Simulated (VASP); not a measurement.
# YTl (R-3m) in VASP: a series of runs, part 2 of 3

VASP 6.6.1. The steps go on from the part before.

## (3) Electric field gradients, LDA (equal xy, yz and zx shear strains of +1 %)

File INCAR:

```
  PREC = Accurate
  ENCUT = 520
  EDIFF = 1E-8
  ISMEAR = -1
  SIGMA = 0.08
  LREAL = F
  LASPH = T
  NELM = 60
  ALGO = Normal
  ISIF = 2
  LWAVE = F
  LCHARG = F
  LEFG = T
  NBANDS = 19
```

File KPOINTS:

```
regular mesh
0
Gamma
  11 11 11
```

File POSCAR:

```
YTl
1.0
    3.7510000000      0.0187550000      0.0187550000
    0.0187550000      3.7510000000      0.0187550000
    0.0187550000      0.0187550000      3.7510000000
Y Tl
1 1
Direct
    0.5000000000      0.5000000000      0.5000000000
    0.0000000000      0.0000000000      0.0000000000
```

Potentials or basis: VASP PAW LDA potentials, release 64 (Y_sv, Tl_d).

On the command line:

```console
$ cat potpaw_LDA.64/Y_sv/POTCAR potpaw_LDA.64/Tl_d/POTCAR > POTCAR
$ mpirun -np 1 vasp_std > vasp.out
```

OUTCAR:

```text
PREC = Accurate
   ENCUT = 520
   EDIFF = 1E-8
   ISMEAR = -1
   LREAL = F
   LASPH = T
   NELM = 60
   ISIF = 2

 ion  position               nearest neighbor table
   1  0.500  0.500  0.500-   2 3.24   2 3.24   2 3.24   2 3.24   2 3.24   2 3.24   2 3.28   2 3.28

   2  0.000  0.000  0.000-   1 3.24   1 3.24   1 3.24   1 3.24   1 3.24   1 3.24   1 3.28   1 3.28

  LATTYP: Found a trigonal (rhomboedric) cell.
 ALAT       =     3.7510937738
 COS(alpha) =     0.0100244988

  Lattice vectors:

 A1 = (   3.7510000000,   0.0187550000,   0.0187550000)
 A2 = (   0.0187550000,   3.7510000000,   0.0187550000)
 A3 = (   0.0187550000,   0.0187550000,   3.7510000000)

Analysis of symmetry for initial positions (statically):
=====================================================================
 Subroutine PRICEL returns:
 Original cell was already a primitive cell.

 Routine SETGRP: Setting up the symmetry group for a
[... 716 lines left out ...]
  energy-cutoff  :      520.00
  volume of cell :       52.77
      direct lattice vectors                 reciprocal lattice vectors
     3.751000000  0.018755000  0.018755000     0.266608839 -0.001326412 -0.001326412
     0.018755000  3.751000000  0.018755000    -0.001326412  0.266608839 -0.001326412
     0.018755000  0.018755000  3.751000000    -0.001326412 -0.001326412  0.266608839

 POSITION                                       TOTAL-FORCE (eV/Angst)
 -----------------------------------------------------------------------------------
      1.89426      1.89426      1.89426         0.000000      0.000000      0.000000
      0.00000      0.00000      0.00000        -0.000000     -0.000000      0.000000
 -----------------------------------------------------------------------------------
    total drift:                               -0.000000      0.000000      0.000000

  FREE ENERGIE OF THE ION-ELECTRON SYSTEM (eV)
  ---------------------------------------------------
  free  energy   TOTEN  =       -10.8903911468 eV

  energy  without entropy=      -10.8620346979  energy(sigma->0) =      -10.87621292

 Electric field gradients (V/A^2)
---------------------------------------------------------------------
 ion       V_xx      V_yy      V_zz      V_xy      V_xz      V_yz
---------------------------------------------------------------------
   1      -0.000    -0.000     0.000     2.098     2.098     2.098
   2      -0.000    -0.000     0.000     9.413     9.413     9.413
---------------------------------------------------------------------

 Electric field gradients after diagonalization (V/A^2)
 (convention: |V_zz| > |V_xx| > |V_yy|)
----------------------------------------------------------------------
 ion       V_xx      V_yy      V_zz     asymmetry (V_yy - V_xx)/ V_zz
----------------------------------------------------------------------
   1      -2.098    -2.098     4.197       0.000
   2      -9.413    -9.413    18.825       0.000
----------------------------------------------------------------------

           NMR quadrupolar parameters

 Cq : quadrupolar parameter    Cq=e*Q*V_zz/h
 eta: asymmetry parameters     (V_yy - V_xx)/ V_zz
 Q  : nuclear electric quadrupole moment in mb (millibarn)
----------------------------------------------------------------------
 ion       Cq(MHz)       eta       Q (mb)
----------------------------------------------------------------------
   1       0.010       0.000       1.000
   2       0.046       0.000       1.000
----------------------------------------------------------------------
```

stdout:

```text
POSCAR found type information on POSCAR Y Tl
 POSCAR found :  2 types and       2 ions
 scaLAPACK will be used
 LDA part: xc-table for (Slater(with rela. corr.)+CA(PZ))
 , standard interpolation
 POSCAR, INCAR and KPOINTS ok, starting setup
 FFT: planning ... GRIDC
 FFT: planning ... GRID_SOFT
 FFT: planning ... GRID
 WAVECAR not read
 entering main loop
ion   1

ion   2
```

Wall time 84 s (1 thread of Intel Xeon Platinum 8259CL at 2.50GHz (Skylake/Cascade Lake), shared host); peak memory 0.28 GiB.

What came out:

| Property | Result |
| --- | --- |
| Free energy | -10.8904 eV |
| Pressure | -2.9 GPa |
| Band gap on the k mesh | zero (band 12 reaches 6.06 eV, above the bottom of band 13 at 3.80 eV) |

Electric field gradients, principal values (V/Å²):
| atom | least | middle | greatest (by size) |
| --- | --- | --- | --- |
| 1 Y | -2.098 | -2.098 | 4.197 |
| 2 Tl | -9.413 | -9.413 | 18.825 |

Caveat: the cell differs from its parent crystal (equal xy, yz and zx shear strains of +1 %); without QUAD_EFG the Cq values of the log hold for a quadrupole moment of 1 mb, not for the nuclei; spin-orbit coupling is left out, which moves the levels of the heavy elements.

## (4) Electric field gradients, LDA (equal xy, yz and zx shear strains of +2 %)

File INCAR:

```
  PREC = Accurate
  ENCUT = 520
  EDIFF = 1E-8
  ISMEAR = -1
  SIGMA = 0.08
  LREAL = False
  LASPH = True
  NELM = 100
  ALGO = Normal
  ISIF = 2
  LWAVE = False
  LCHARG = False
  GGA = CA
  LEFG = True
  NBANDS = 19
```

File KPOINTS:

```
Automatic mesh
0
Gamma
  11 11 11
```

File POSCAR:

```
YTl
1.0
    3.7510000000      0.0375100000      0.0375100000
    0.0375100000      3.7510000000      0.0375100000
    0.0375100000      0.0375100000      3.7510000000
Y Tl
1 1
Direct
    0.5000000000      0.5000000000      0.5000000000
    0.0000000000      0.0000000000      0.0000000000
```

Potentials or basis: VASP PAW LDA potentials, release 64 (Y_sv, Tl_d).

On the command line:

```console
$ cat potpaw_LDA.64/Y_sv/POTCAR potpaw_LDA.64/Tl_d/POTCAR > POTCAR
$ mpirun -np 1 vasp_std > vasp.out
```

OUTCAR:

```text
PREC = Accurate
   ENCUT = 520
   EDIFF = 1E-8
   ISMEAR = -1
   LREAL = False
   LASPH = True
   NELM = 100
   ISIF = 2
   GGA = CA

 ion  position               nearest neighbor table
   1  0.500  0.500  0.500-   2 3.23   2 3.23   2 3.23   2 3.23   2 3.23   2 3.23   2 3.31   2 3.31

   2  0.000  0.000  0.000-   1 3.23   1 3.23   1 3.23   1 3.23   1 3.23   1 3.23   1 3.31   1 3.31

  LATTYP: Found a trigonal (rhomboedric) cell.
 ALAT       =     3.7513750812
 COS(alpha) =     0.0200959808

  Lattice vectors:

 A1 = (   3.7510000000,   0.0375100000,   0.0375100000)
[... 741 lines left out ...]
  free  energy   TOTEN  =       -10.8862692185 eV

  energy  without entropy=      -10.8573805306  energy(sigma->0) =      -10.87182487

 Electric field gradients (V/A^2)
---------------------------------------------------------------------
 ion       V_xx      V_yy      V_zz      V_xy      V_xz      V_yz
---------------------------------------------------------------------
   1      -0.000     0.000     0.000     4.020     4.020     4.020
   2      -0.000    -0.000     0.000    19.332    19.332    19.332
---------------------------------------------------------------------

 Electric field gradients after diagonalization (V/A^2)
 (convention: |V_zz| > |V_xx| > |V_yy|)
----------------------------------------------------------------------
 ion       V_xx      V_yy      V_zz     asymmetry (V_yy - V_xx)/ V_zz
----------------------------------------------------------------------
   1      -4.020    -4.020     8.039       0.000
   2     -19.332   -19.332    38.664       0.000
----------------------------------------------------------------------

           NMR quadrupolar parameters

 Cq : quadrupolar parameter    Cq=e*Q*V_zz/h
 eta: asymmetry parameters     (V_yy - V_xx)/ V_zz
 Q  : nuclear electric quadrupole moment in mb (millibarn)
----------------------------------------------------------------------
 ion       Cq(MHz)       eta       Q (mb)
----------------------------------------------------------------------
   1       0.019       0.000       1.000
   2       0.093       0.000       1.000
----------------------------------------------------------------------
```

OSZICAR:

```text
N       E                     dE             d eps       ncg     rms          rms(c)
DAV:   1     0.108959098627E+03    0.10896E+03   -0.12635E+04  5676   0.120E+03
DAV:   2    -0.618688455051E+01   -0.11515E+03   -0.11316E+03  6295   0.279E+02
DAV:   3    -0.112983630196E+02   -0.51115E+01   -0.50510E+01  9246   0.399E+01
DAV:   4    -0.114249147059E+02   -0.12655E+00   -0.12614E+00  6557   0.510E+00
DAV:   5    -0.114274277996E+02   -0.25131E-02   -0.25127E-02  6613   0.596E-01    0.255E+01
DAV:   6    -0.109736034891E+02    0.45382E+00   -0.52277E-01  6016   0.428E+00    0.164E+01
DAV:   7    -0.109035888529E+02    0.70015E-01   -0.60032E-01  6898   0.449E+00    0.235E+00
DAV:   8    -0.108867589501E+02    0.16830E-01   -0.10937E-01  6027   0.198E+00    0.565E-01
DAV:   9    -0.108862650437E+02    0.49391E-03   -0.45300E-03  6147   0.389E-01    0.962E-02
DAV:  10    -0.108862722159E+02   -0.71722E-05   -0.17554E-04  6339   0.102E-01    0.761E-02
DAV:  11    -0.108862693143E+02    0.29016E-05   -0.16507E-05  6567   0.294E-02    0.271E-02
DAV:  12    -0.108862692168E+02    0.97559E-07   -0.11500E-06  6260   0.715E-03    0.362E-03
DAV:  13    -0.108862692185E+02   -0.17653E-08   -0.73540E-08  7372   0.137E-03
   1 F= -.10886269E+02 E0= -.10871825E+02  d E =-.288887E-01
```

stdout:

```text
POSCAR found type information on POSCAR Y Tl
 POSCAR found :  2 types and       2 ions
 scaLAPACK will be used
 LDA part: xc-table for (Slater(with rela. corr.)+CA(PZ))
 , standard interpolation
 POSCAR, INCAR and KPOINTS ok, starting setup
 FFT: planning ... GRIDC
 FFT: planning ... GRID_SOFT
 FFT: planning ... GRID
 WAVECAR not read
 entering main loop
ion   1

ion   2
```

It took 87 s on 1 thread of Intel Xeon Platinum 8259CL at 2.50GHz (Skylake/Cascade Lake), shared host; peak memory 0.28 GiB.

What came out:

```
Free energy            : -10.8863 eV
Pressure               : -2.8 GPa
Band gap on the k mesh : zero (band 12 reaches 6.08 eV, above the bottom of band 13 at 3.77 eV)
```

Stress tensor (GPa, compression positive):
```
-2.84 -0.56 -0.56
-0.56 -2.84 -0.56
-0.56 -0.56 -2.84
```

Electric field gradients, principal values (V/Å²):
| atom | least | middle | greatest (by size) |
| --- | --- | --- | --- |
| 1 Y | -4.020 | -4.020 | 8.039 |
| 2 Tl | -19.332 | -19.332 | 38.664 |

Caveat: the cell differs from its parent crystal (equal xy, yz and zx shear strains of +2 %); without QUAD_EFG the Cq values of the log hold for a quadrupole moment of 1 mb, not for the nuclei; spin-orbit coupling is left out, which moves the levels of the heavy elements.

(Part 2 of 3 ends here.)
